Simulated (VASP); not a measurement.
# BN (F-43m) in VASP: a series of runs

BN is run at these levels: BLYP, PBEsol+D3(BJ); tasks: single point.

Everything below comes from runs of VASP 6.6.1. Logs are shortened: lines on timing, memory, paths and dates and some standing lists are left out, and cuts for length are marked.

## 1. The cell of the first run

It takes space group F-43m (No. 216, cubic). Conventional cell: a = 3.649 Å, b = 3.649 Å, c = 3.649 Å, α = 90.00°, β = 90.00°, γ = 90.00°. B (site symmetry -43m) has 4 N at 1.58 Å within 2.1 Å. N (site symmetry -43m) has 4 B at 1.58 Å within 2.1 Å.

## 2. Single point, BLYP

INCAR reads:

```
AGGAC = 1.0 ; AGGAX = 1.0
ALDAC = 0.0 ; ALDAX = 1.0
ALGO = Normal ; EDIFF = 1E-6
ENCUT = 600 ; GGA = B5
GGA_COMPAT = F ; ISIF = 2
ISMEAR = 0 ; LASPH = T
LCHARG = F ; LREAL = F
LWAVE = F ; NBANDS = 11
NELM = 120 ; PREC = Accurate
SIGMA = 0.1
```

KPOINTS reads:

```
k-points
0
Gamma
  4 4 4
```

POSCAR reads:

```
BN
1.0
    0.0000000000      1.8242865439      1.8242865439
    1.8242865439      0.0000000000      1.8242865439
    1.8242865439      1.8242865439      0.0000000000
B N
1 1
Direct
    0.0000000000      0.0000000000      0.0000000000
    0.7500000000      0.7500000000      0.7500000000
```

Potentials or basis: VASP PAW PBE potentials, release 64 (B, N).

Command:

```bash
> cat potpaw_PBE.64/B/POTCAR potpaw_PBE.64/N/POTCAR > POTCAR
> mpirun -np 1 vasp_std > vasp.out
```

OUTCAR:

```text
EDIFF = 1E-6
   ENCUT = 600
   GGA = B5
   ISIF = 2
   ISMEAR = 0
   LASPH = T
   LREAL = F
   NELM = 120
   PREC = Accurate

 ion  position               nearest neighbor table
   1  0.000  0.000  0.000-   2 1.58   2 1.58   2 1.58   2 1.58
   2  0.750  0.750  0.750-   1 1.58   1 1.58   1 1.58   1 1.58

  LATTYP: Found a face centered cubic cell.
 ALAT       =     3.6485730878

  Lattice vectors:

 A1 = (   0.0000000000,   1.8242865439,   1.8242865439)
 A2 = (   1.8242865439,   0.0000000000,   1.8242865439)
 A3 = (   1.8242865439,   1.8242865439,   0.0000000000)

Analysis of symmetry for initial positions (statically):
=====================================================================
 Subroutine PRICEL returns:
 Original cell was already a primitive cell.

 Routine SETGRP: Setting up the symmetry group for a
 face centered cubic supercell.

 Subroutine GETGRP returns: Found 24 space group operations
 (whereof 24 operations were pure point group operations)
 out of a pool of 48 trial point group operations.

The static configuration has the point symmetry T_d .

Analysis of symmetry for dynamics (positions and initial velocities):
=====================================================================
 Subroutine PRICEL returns:
 Original cell was already a primitive cell.

 Routine SETGRP: Setting up the symmetry group for a
 face centered cubic supercell.

 Subroutine GETGRP returns: Found 24 space group operations
 (whereof 24 operations were pure point group operations)
 out of a pool of 48 trial point group operations.

The dynamic configuration has the point symmetry T_d .

 Subroutine INISYM returns: Found 24 space group operations
 (whereof 24 operations are pure point group operations),
 and found     1 'primitive' translations

----------------------------------------------------------------------------------------

                                     Primitive cell

  volume of cell :      12.1425

  direct lattice vectors                    reciprocal lattice vectors
     0.000000000  1.824286544  1.824286544    -0.274079750  0.274079750  0.274079750
     1.824286544  0.000000000  1.824286544     0.274079750 -0.274079750  0.274079750
     1.824286544  1.824286544  0.000000000     0.274079750  0.274079750 -0.274079750

  length of vectors
     2.579930772  2.579930772  2.579930772     0.474720052  0.474720052  0.474720052

  position of ions in fractional coordinates (direct lattice)
     0.000000000  0.000000000  0.000000000
     0.750000000  0.750000000  0.750000000

  ion indices of the primitive-cell ions
   primitive index   ion index
                 1           1
                 2           2

----------------------------------------------------------------------------------------

 KPOINTS: k-points

Automatic generation of k-mesh.
 Grid dimensions read from file:
 generate k-points for:    4    4    4

 Generating k-lattice:

  Cartesian coordinates                     Fractional coordinates (reciprocal lattice)
    -0.068519938  0.068519938  0.068519938     0.250000000  0.000000000  0.000000000
     0.068519938 -0.068519938  0.068519938     0.000000000  0.250000000  0.000000000
     0.068519938  0.068519938 -0.068519938     0.000000000  0.000000000  0.250000000

  Length of vectors
     0.118680013  0.118680013  0.118680013

  Shift w.r.t. Gamma in fractional coordinates (k-lattice)
     0.000000000  0.000000000  0.000000000

 Subroutine IBZKPT returns following result:
 ===========================================

 Found      8 irreducible k-points:

 Following reciprocal coordinates:
            Coordinates               Weight
  0.000000  0.000000  0.000000      1.000000
  0.250000  0.000000  0.000000      8.000000
  0.500000  0.000000  0.000000      4.000000
  0.250000  0.250000  0.000000      6.000000
  0.500000  0.250000  0.000000     24.000000
 -0.250000  0.250000  0.000000     12.000000
  0.500000  0.500000  0.000000      3.000000
 -0.250000  0.500000  0.250000      6.000000
   k-points           NKPTS =      8   k-points in BZ     NKDIM =      8   number of bands    NBANDS=     11
   number of dos      NEDOS =    301   number of ions     NIONS =      2
   total plane-waves  NPLWV =  13824
   dimension x,y,z NGX =    24 NGY =   24 NGZ =   24
   dimension x,y,z NGXF=    48 NGYF=   48 NGZF=   48
   ions per type =               1   1
   NGX,Y,Z   is equivalent  to a cutoff of  15.47, 15.47, 15.47 a.u.
   NGXF,Y,Z  is equivalent  to a cutoff of  30.93, 30.93, 30.93 a.u.
 SYSTEM =  unknown system
   PREC   = accura    normal or accurate (medium, high low for compatibility)
   ISTART =      0    job   : 0-new  1-cont  2-samecut
   ICHARG =      2    charge: 1-file 2-atom 10-const
   ISPIN  =      1    spin polarized calculation?
   LNONCOLLINEAR =      F non collinear calculations
   LSORBIT =      F    spin-orbit coupling
   LASPH  =      T    aspherical Exc in radial PAW
   ENCUT  =  600.0 eV  44.10 Ry    6.64 a.u.   5.15  5.15  5.15*2*pi/ulx,y,z
   NELM   =    120;   NELMIN=  2; NELMDL= -5     # of ELM steps
   EDIFF  = 0.1E-05   stopping-criterion for ELM
   LREAL  =      F    real-space projection
   EDIFFG = 0.1E-04   stopping-criterion for IOM
   NSW    =      0    number of steps for IOM
   IBRION =     -1    ionic relax: 0-MD 1-quasi-New 2-CG
   NFREE  =      0    steps in history (QN), initial steepest desc. (CG)
   ISIF   =      2    stress and relaxation
   ISYM   =      2    0-nonsym 1-usesym 2-fastsym
   POTIM  = 0.5000    time-step for ionic-motion
   TEBEG  =    0.0;   TEEND  =   0.0 temperature during run
   PSTRESS=    0.0 pullay stress
   NELECT =       8.0000    total number of electrons
   NUPDOWN=      -1.0000    fix difference up-down
   EMIN   =  10.00;   EMAX   =-10.00  energy-range for DOS
   EFERMI =   0.00;   METHOD = LEGACY
   ISMEAR =     0;   SIGMA  =   0.10  broadening in eV -4-tet -1-fermi 0-gaus
   EFERMI_NEDOS =   21; number of points for ismear=-14 and -15
   IALGO  =     38    algorithm
   IMIX   =      4    mixing-type and parameters
     AMIX     =   0.40;   BMIX     =  1.00
     AMIX_MAG =   1.60;   BMIX_MAG =  1.00
  volume/ion in A,a.u.               =       6.07        40.97
  Fermi-wavevector in a.u.,A,eV,Ry     =   1.424520  2.691952 27.609707  2.029256
  Thomas-Fermi vector in A             =   2.545002
   LORBIT       =      0    0 simple, 1 ext, 2 COOP (PROOUT), +10 PAW based schemes
   GGA     = B5    functional components
   LHFCALC =     F    Hartree Fock is set to
   AEXX    =    0.0000 exact exchange contribution
   IVDW    =     0    specifies the selected vdW correction
   LEPSILON=     F    determine dielectric tensor
   LRPA    =     F    only Hartree local field effects (RPA)
 non-spin polarized calculation
 Gauss-broadening in eV      SIGMA  =   0.10
  energy-cutoff  :      600.00
  volume of cell :       12.14
 maximum number of plane-waves:       415
 NGX is ok and might be reduce to    24
   NGX = 11   NGY = 11   NGZ = 11

 number of electron       8.0000000 magnetization

 Free energy of the ion-electron system (eV)
  ---------------------------------------------------
  ext. energy  EPLUGINS =         0.00000000
  ---------------------------------------------------
  free energy    TOTEN  =       -16.34901069 eV

  energy without entropy =      -16.34901069  energy(sigma->0) =      -16.34901069

 E-fermi :   8.0110     XC(G=0): -11.9892

 val. band max:        7.4186897558   @ k =   0.0000   0.0000   0.0000
 cond. band min:      12.2350722382   @ k =   0.5000   0.5000   0.0000
 fundamental gap:      4.8163824825
 Fermi energy:         8.0109761536

 k-point     1 :       0.0000    0.0000    0.0000
  band No.  band energies     occupation
      1     -12.3008      2.00000
      2       7.4187      2.00000
      3       7.4187      2.00000
      4       7.4187      2.00000
      5      16.1912      0.00000
      6      16.1912      0.00000
      7      16.1912      0.00000
      8      17.6310      0.00000
      9      31.9623      0.00000
     10      35.1314      0.00000
     11      35.1314      0.00000

 k-point     2 :       0.2500    0.0000    0.0000
  band No.  band energies     occupation
      1     -10.8732      2.00000
      2       2.1627      2.00000
      3       6.3371      2.00000
      4       6.3371      2.00000
      5      16.9670      0.00000
      6      17.6736      0.00000
      7      17.6736      0.00000
      8      20.7954      0.00000
      9      30.9099      0.00000
     10      31.1024      0.00000
     11      31.1024      0.00000

 k-point     3 :       0.5000    0.0000    0.0000
  band No.  band energies     occupation
      1      -8.2801      2.00000
      2      -2.8175      2.00000
      3       5.5501      2.00000
      4       5.5501      2.00000
      5      17.4161      0.00000
      6      18.1059      0.00000
      7      18.1059      0.00000
      8      22.6428      0.00000
      9      30.7907      0.00000
     10      33.7480      0.00000
     11      34.1436      0.00000

 k-point     4 :       0.2500    0.2500    0.0000
  band No.  band energies     occupation
      1     -10.4048      2.00000
      2       3.5503      2.00000
      3       4.5475      2.00000
      4       4.5475      2.00000
      5      14.3457      0.00000
      6      18.9540      0.00000
      7      20.6120      0.00000
      8      20.6120      0.00000
      9      25.6964      0.00000
     10      34.1211      0.00000
     11      37.9252      0.00000

 k-point     5 :       0.5000    0.2500    0.0000
  band No.  band energies     occupation
      1      -7.8425      2.00000
      2      -0.9763      2.00000
      3       2.4809      2.00000
      4       3.9213      2.00000
      5      15.1596      0.00000
      6      20.4296      0.00000
      7      21.6455      0.00000
      8      21.7491      0.00000
      9      27.1744      0.00000
     10      33.3817      0.00000
     11      35.8720      0.00000

 k-point     6 :      -0.2500    0.2500    0.0000
  band No.  band energies     occupation
      1      -8.7867      2.00000
      2       0.1399      2.00000
      3       2.0657      2.00000
      4       5.4103      2.00000
      5      17.2112      0.00000
      6      19.4371      0.00000
      7      20.1655      0.00000
      8      21.6341      0.00000
      9      28.7786      0.00000
     10      29.5777      0.00000
     11      33.7489      0.00000

 k-point     7 :       0.5000    0.5000    0.0000
  band No.  band energies     occupation
      1      -6.9668      2.00000
      2      -1.1666      2.00000
      3       2.7229      2.00000
      4       2.7229      2.00000
      5      12.2351      0.00000
      6      16.7593      0.00000
      7      24.8933      0.00000
      8      24.8933      0.00000
      9      27.9040      0.00000
     10      34.1073      0.00000
     11      40.7470      0.00000

 k-point     8 :      -0.2500    0.5000    0.2500
  band No.  band energies     occupation
      1      -6.6885      2.00000
      2       0.0662      2.00000
      3       0.8031      2.00000
      4       1.2575      2.00000
      5      17.1805      0.00000
      6      20.5169      0.00000
      7      21.7101      0.00000
      8      21.9468      0.00000
      9      26.4356      0.00000
     10      32.5084      0.00000
     11      36.8352      0.00000

------------------------ aborting loop because EDIFF is reached ----------------------------------------

  FORCE on cell =-STRESS in cart. coord.  units (eV):
  Direction    XX          YY          ZZ          XY          YZ          ZX
  --------------------------------------------------------------------------------------
  -------------------------------------------------------------------------------------
  Total       -0.0211759     -0.0211759     -0.0211759      0.0000000      0.0000000     -0.0000000
  in kB       -2.7941025     -2.7941025     -2.7941025      0.0000000      0.0000000     -0.0000000
  external PRESSURE =      -2.7941025 kB  Pullay stress =       0.0000000 kB

 VOLUME and BASIS-vectors are now :
 -----------------------------------------------------------------------------
  energy-cutoff  :      600.00
  volume of cell :       12.14
      direct lattice vectors                 reciprocal lattice vectors
     0.000000000  1.824286544  1.824286544    -0.274079750  0.274079750  0.274079750
     1.824286544  0.000000000  1.824286544     0.274079750 -0.274079750  0.274079750
     1.824286544  1.824286544  0.000000000     0.274079750  0.274079750 -0.274079750

 POSITION                                       TOTAL-FORCE (eV/Angst)
 -----------------------------------------------------------------------------------
      0.00000      0.00000      0.00000        -0.000000     -0.000000      0.000000
      2.73643      2.73643      2.73643         0.000000      0.000000     -0.000000
 -----------------------------------------------------------------------------------
    total drift:                               -0.000000     -0.000000     -0.000000

  FREE ENERGIE OF THE ION-ELECTRON SYSTEM (eV)
  ---------------------------------------------------
  free  energy   TOTEN  =       -16.3490106899 eV

  energy  without entropy=      -16.3490106899  energy(sigma->0) =      -16.34901069
```

Wall time 12 s (1 thread of AMD EPYC 7R13, shared host); peak memory 0.1 GiB.

Results:

```
Free energy            : -16.3490 eV
Pressure               : -0.3 GPa
Band gap on the k mesh : 4.82 eV, indirect (least direct gap 8.77 eV)
```

Levels at points of the mesh, in eV from the valence-band top:
```
           k point  band 1  band 2  band 3  band 4  band 5  band 6  band 7  band 8  band 9
(0.00, 0.00, 0.00)  -19.72    0.00    0.00    0.00    8.77    8.77    8.77   10.21   24.54
(0.50, 0.00, 0.00)  -15.70  -10.24   -1.87   -1.87   10.00   10.69   10.69   15.22   23.37
(0.50, 0.50, 0.00)  -14.39   -8.59   -4.70   -4.70    4.82    9.34   17.47   17.47   20.49
```

Caveat: the k points lie up to 0.75 Å⁻¹ apart; the PAW data sets were made with another functional, which shifts forces and pressure a little. A k mesh can miss the band edges.

[end of part 1 of 2]
